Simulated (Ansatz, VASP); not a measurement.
**One calculation of Ca3P, two programs**

```
Ca P
1.0
     4.76218    0.00000    0.00000
     0.00000    4.76218    0.00000
     0.00000    0.00000    4.76218
Ca P
3 1
Direct
  0.00000 0.50000 0.50000
  0.50000 0.00000 0.50000
  0.50000 0.50000 0.00000
  0.00000 0.00000 0.00000
```

Alike in both runs: functional PBE; k mesh 10 × 10 × 10; occupations gaussian, width 0.1 eV; no spin polarisation.

Ansatz relaxed the structure, and its values are those at the end. VASP's run is a single point on that final structure, the one shown.

```csv
,VASP,Ansatz
version,VASP 6.6.1,Ansatz 0.2.0
potentials or method,"VASP PAW PBE potentials, release 64 (Ca_sv, P), cutoff 520 eV","scalar-relativistic, plane waves, PAW"
valence electrons in the cell,35,35
```

```tsv
	VASP	Ansatz	Ansatz less VASP
gap on the k mesh at the Fermi level (eV)	none	none	-
pressure (GPa)	0.1	0.0	-0.06
```

A gap of «none» marks a metal or a gap that the smearing closes. With one functional, cell and mesh, what is left measures potentials, basis and numerics.
